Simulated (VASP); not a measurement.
## MoS2: single point with PBE+D3(BJ)

**Measured values to compare with.**

From “Multiwavelength excitation Raman Scattering Analysis of bulk and 2 dimensional MoS2: Vibrational properties of atomically thin MoS2 layers”, 2015, arxiv:1506.03228, for a bulk crystal of MoS2 at 300 K: band gap 1.3 eV (indirect).

The system is MoS2.

```
Mo S
1.0
     3.14917    0.00000    0.00000
    -1.57458    2.72726    0.00000
     0.00000    0.00000   12.08985
Mo S
2 4
Direct
  0.33333 0.66667 0.25000
  0.66667 0.33333 0.75000
  0.33333 0.66667 0.62049
  0.66667 0.33333 0.12049
  0.33333 0.66667 0.87951
  0.66667 0.33333 0.37951
```

* Program: VASP 6.6.1
* Task: single point
* Functional: PBE
* Dispersion: D3(BJ)
* Potentials or basis: VASP PAW PBE potentials, release 64 (Mo_sv, S)
* Cutoff: 520 eV
* k mesh: 6 × 6 × 2
* Occupations: gaussian, width 0.02 eV
* Spin: no spin polarisation

| Item | Value |
| --- | --- |
| Pressure | -0.1 GPa |
| Largest force | 0.008 eV/Å |
| Band gap on the k mesh | 0.80 eV (least direct gap 1.70 eV) |
| Dispersion energy per atom | -0.438 eV |

Forces on the atoms (eV/Å):
```
Mo   0.000  0.000  0.000
Mo   0.000  0.000  0.000
S    0.000  0.000  0.008
S    0.000  0.000  0.008
S    0.000  0.000 -0.008
S    0.000  0.000 -0.008
```

Levels at points of the mesh, in eV from the valence-band top:
```
           k point  band 23  band 24  band 25  band 26  band 27  band 28  band 29  band 30
(0.00, 0.00, 0.00)    -2.15    -1.27    -1.11     0.00     2.09     2.09     2.13     2.13
(0.50, 0.00, 0.00)    -1.78    -1.52    -1.49    -1.33     1.62     1.68     2.00     2.31
(0.00, 0.00, 0.50)    -2.18    -2.18    -0.27    -0.27     2.10     2.10     2.10     2.10
(0.50, 0.00, 0.50)    -1.65    -1.65    -1.40    -1.40     1.65     1.65     2.17     2.17
```

Wall time 59 s on 1 thread of Intel Xeon 8259CL, with other jobs on the host, peak memory 0.24 GiB.

Against the measured gap of MoS2, 1.3 eV (indirect; 300 K; “Multiwavelength excitation Raman Scattering Analysis of bulk and 2 dimensional MoS2: Vibrational properties of atomically thin MoS2 layers”, 2015, arxiv:1506.03228), the calculated 0.80 eV is off by -0.50 eV. Spin-orbit coupling on Mo is left out. The value is that of PBE+D3(BJ) on a finite k mesh, which can miss the band edges, without temperature or zero-point motion. Semilocal functionals fall short of measured gaps as a rule.
